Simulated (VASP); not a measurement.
HfC: single point with r2SCAN

The system is HfC.

```xyz
4
Lattice="3.3429 0.0000 0.0000 -1.6714 2.8950 0.0000 0.0000 0.0000 5.2027" Properties=species:S:1:pos:R:3 pbc="T T T"
Hf    1.6714    0.9650    3.9020
Hf    0.0000    1.9300    1.3007
C     0.0000    0.0000    0.0000
C     0.0000    0.0000    2.6014
```

```
Program                : VASP 6.6.1
Task                   : single point
Functional             : r2SCAN
Potentials or basis    : VASP PAW PBE potentials, release 64 (Hf_pv, C)
Cutoff                 : 520 eV
k mesh                 : 9 × 9 × 5
Occupations            : methfessel-paxton, width 0.1 eV
Spin                   : no spin polarisation
Dipole correction      : no
Further INCAR settings : ALGO = Normal; EDIFF = 1e-06; NBANDS = 22
```

The pressure is -3.8 GPa and the band gap on the k mesh is zero (band 14 reaches 7.66 eV, above the bottom of band 15 at 6.35 eV).

Stress tensor (GPa, compression positive):
```
-5.85  0.00  0.00
 0.00 -5.85  0.00
 0.00  0.00  0.22
```

Levels at points of the mesh, in eV from the Fermi level:
| k point | band 12 | band 13 | band 14 | band 15 | band 16 | band 17 |
| --- | --- | --- | --- | --- | --- | --- |
| (0.00, 0.00, 0.00) | -1.36 | -1.36 | 1.27 | 1.64 | 1.64 | 2.09 |

Wall time 3.8 min on 1 thread of Intel(R) Xeon(R) Platinum 8259CL CPU @ 2.50GHz (Skylake/Cascade Lake), with other jobs on the host, peak memory 0.19 GiB.

Caveat: the PAW data sets were made with another functional, which shifts forces and pressure a little; spin-orbit coupling is left out, which moves the levels of the heavy elements.
